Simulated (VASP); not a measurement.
# K2Ir (fluorite type) (Fm-3m) in VASP: a series of runs, part 2 of 2

VASP 6.6.1.

### 5 Single point, PBEsol

This run uses another cell than the first one, of 34.30 Å³/atom.

The input, INCAR:

```
PREC = Accurate
ENCUT = 520
EDIFF = 1E-6
ISMEAR = -1
SIGMA = 0.05
LREAL = F
LASPH = T
NELM = 80
ALGO = Normal
ISIF = 2
LWAVE = F
LCHARG = F
GGA = PS
NBANDS = 20
```

The input, KPOINTS:

```
regular mesh
0
Gamma
  8 8 8
```

The input, POSCAR:

```
K2Ir
1.0
    0.0000000000      3.7191295598      3.7191295598
    3.7191295598      0.0000000000      3.7191295598
    3.7191295598      3.7191295598      0.0000000000
Ir K
1 2
Direct
    0.0000000000      0.0000000000      0.0000000000
    0.2500000000      0.2500000000      0.2500000000
    0.7500000000      0.7500000000      0.7500000000
```

Potentials or basis: VASP PAW PBE potentials, release 64 (Ir, K_sv).

Started as:

```
cat potpaw_PBE.64/Ir/POTCAR potpaw_PBE.64/K_sv/POTCAR > POTCAR
mpirun -np 1 vasp_std > vasp.out
```

OUTCAR:

```text
PREC = Accurate
   ENCUT = 520
   EDIFF = 1E-6
   ISMEAR = -1
   LREAL = F
   LASPH = T
   NELM = 80
   ISIF = 2
   GGA = PS

 ion  position               nearest neighbor table
   1  0.000  0.000  0.000-   3 3.22   3 3.22   3 3.22   2 3.22   3 3.22   2 3.22   2 3.22   2 3.22

   2  0.250  0.250  0.250-   1 3.22   1 3.22   1 3.22   1 3.22   3 3.72   3 3.72   3 3.72   3 3.72
                             3 3.72   3 3.72
   3  0.750  0.750  0.750-   1 3.22   1 3.22   1 3.22   1 3.22   2 3.72   2 3.72   2 3.72   2 3.72
                             2 3.72   2 3.72

  LATTYP: Found a face centered cubic cell.
 ALAT       =     7.4382591196

  Lattice vectors:

 A1 = (   0.0000000000,   3.7191295598,   3.7191295598)
 A2 = (   3.7191295598,   0.0000000000,   3.7191295598)
 A3 = (   3.7191295598,   3.7191295598,   0.0000000000)

Analysis of symmetry for initial positions (statically):
=====================================================================
 Subroutine PRICEL returns:
 Original cell was already a primitive cell.

 Routine SETGRP: Setting up the symmetry group for a
 face centered cubic supercell.

 Subroutine GETGRP returns: Found 48 space group operations
 (whereof 48 operations were pure point group operations)
 out of a pool of 48 trial point group operations.

The static configuration has the point symmetry O_h .

Analysis of symmetry for dynamics (positions and initial velocities):
=====================================================================
 Subroutine PRICEL returns:
 Original cell was already a primitive cell.

 Routine SETGRP: Setting up the symmetry group for a
 face centered cubic supercell.

 Subroutine GETGRP returns: Found 48 space group operations
 (whereof 48 operations were pure point group operations)
 out of a pool of 48 trial point group operations.
[... 116 lines left out ...]
   EMIN   =  10.00;   EMAX   =-10.00  energy-range for DOS
   EFERMI =   0.00;   METHOD = LEGACY
   ISMEAR =    -1;   SIGMA  =   0.05  broadening in eV -4-tet -1-fermi 0-gaus
   EFERMI_NEDOS =   21; number of points for ismear=-14 and -15
   IALGO  =     38    algorithm
   IMIX   =      4    mixing-type and parameters
     AMIX     =   0.40;   BMIX     =  1.00
     AMIX_MAG =   1.60;   BMIX_MAG =  1.00
  volume/ion in A,a.u.               =      34.30       231.44
  Fermi-wavevector in a.u.,A,eV,Ry     =   1.048121  1.980662 14.946786  1.098558
  Thomas-Fermi vector in A             =   2.183030
   LORBIT       =      0    0 simple, 1 ext, 2 COOP (PROOUT), +10 PAW based schemes
   GGA     = PS    functional components
   LHFCALC =     F    Hartree Fock is set to
   AEXX    =    0.0000 exact exchange contribution
   IVDW    =     0    specifies the selected vdW correction
   LEPSILON=     F    determine dielectric tensor
   LRPA    =     F    only Hartree local field effects (RPA)
 non-spin polarized calculation
  energy-cutoff  :      520.00
  volume of cell :      102.89
 maximum number of plane-waves:      2788
   NGX = 19   NGY = 19   NGZ = 19

 number of electron      26.9999997 magnetization

 Free energy of the ion-electron system (eV)
  ---------------------------------------------------
  ext. energy  EPLUGINS =         0.00000000
  ---------------------------------------------------
  free energy    TOTEN  =        -8.41743682 eV

  energy without entropy =       -8.28892297  energy(sigma->0) =       -8.35317989

 E-fermi :   0.3981     XC(G=0):  -8.0623

 val. band max:        0.3943149392   @ k =   0.5000   0.3750   0.0000
 cond. band min:       0.4241386438   @ k =   0.5000   0.5000   0.0000
 fundamental gap:      0.0298237046
 Fermi energy:         0.3981416977

 k-point     1 :       0.0000    0.0000    0.0000
  band No.  band energies     occupation
      1     -29.3161      2.00000
      2     -29.2326      2.00000
      3     -13.0203      2.00000
      4     -13.0203      2.00000
      5     -13.0203      2.00000
      6     -12.7541      2.00000
[... 541 lines left out ...]
     19       6.4894      0.00000
     20       6.8279      0.00000

 [... further k-points ...]

------------------------ aborting loop because EDIFF is reached ----------------------------------------

  FORCE on cell =-STRESS in cart. coord.  units (eV):
  Direction    XX          YY          ZZ          XY          YZ          ZX
  --------------------------------------------------------------------------------------
  -------------------------------------------------------------------------------------
  Total        0.6521368      0.6521368      0.6521368      0.0000000      0.0000000     -0.0000000
  in kB       10.1553612     10.1553612     10.1553612      0.0000000      0.0000000     -0.0000000
  external PRESSURE =      10.1553612 kB  Pullay stress =       0.0000000 kB

 VOLUME and BASIS-vectors are now :
 -----------------------------------------------------------------------------
  energy-cutoff  :      520.00
  volume of cell :      102.89
      direct lattice vectors                 reciprocal lattice vectors
     0.000000000  3.719129560  3.719129560    -0.134440060  0.134440060  0.134440060
     3.719129560  0.000000000  3.719129560     0.134440060 -0.134440060  0.134440060
     3.719129560  3.719129560  0.000000000     0.134440060  0.134440060 -0.134440060

 POSITION                                       TOTAL-FORCE (eV/Angst)
 -----------------------------------------------------------------------------------
      0.00000      0.00000      0.00000        -0.000000      0.000000      0.000000
      1.85956      1.85956      1.85956         0.000000      0.000000      0.000000
      5.57869      5.57869      5.57869        -0.000000     -0.000000     -0.000000
 -----------------------------------------------------------------------------------
    total drift:                               -0.000000     -0.000000      0.000000

  FREE ENERGIE OF THE ION-ELECTRON SYSTEM (eV)
  ---------------------------------------------------
  free  energy   TOTEN  =        -8.4174368199 eV

  energy  without entropy=       -8.2889229696  energy(sigma->0) =       -8.35317989
```

It took 36 s on 1 thread of AMD EPYC 9R45 (Zen 5), shared host; peak memory 0.23 GiB.

What came out:

```yaml
Free_energy: -8.4174 eV
Pressure: 1.0 GPa
Band_gap_on_the_k_mesh: zero (an odd number of electrons rules out a gap without spin polarisation)
```

Levels at points of the mesh, in eV from the Fermi level:
| k point | band 12 | band 13 | band 14 | band 15 | band 16 | band 17 |
| --- | --- | --- | --- | --- | --- | --- |
| (0.00, 0.00, 0.00) | -0.05 | -0.05 | -0.05 | 3.18 | 3.18 | 3.18 |
| (0.50, 0.00, 0.00) | -0.18 | -0.07 | -0.07 | 1.03 | 3.90 | 3.90 |
| (0.50, 0.50, 0.00) | -0.05 | -0.05 | 0.03 | 1.26 | 3.69 | 3.96 |

Caveat: the PAW data sets were made with another functional, which shifts forces and pressure a little; spin-orbit coupling is left out, which moves the levels of the heavy elements.

### 6 The runs side by side

| cell | gap on the mesh (eV) | pressure (GPa) |
| --- | --- | --- |
| a = 4.978 Å, angles 60.0°, 3 atoms | none | 5.4 |
| a = 5.177 Å, angles 60.0°, 3 atoms | none | 2.0 |
| a = 5.260 Å, angles 60.0°, 3 atoms | none | 1.0 |

Alike in all rows: task single point; level PBEsol; potentials or basis VASP PAW PBE potentials, release 64 (Ir, K_sv); no spin polarisation; k mesh 8 × 8 × 8; cutoff (eV) 520; smearing fermi-dirac 0.05 eV.

Caveats: the PAW data sets were made with another functional, which shifts forces and pressure a little; spin-orbit coupling is left out, which moves the levels of the heavy elements; the cell stands under pressure (at least some runs).

Absolute energies hang on the potentials; compare differences alone.

The gap in the log of VASP goes by the Fermi energy; the results here count the filled bands.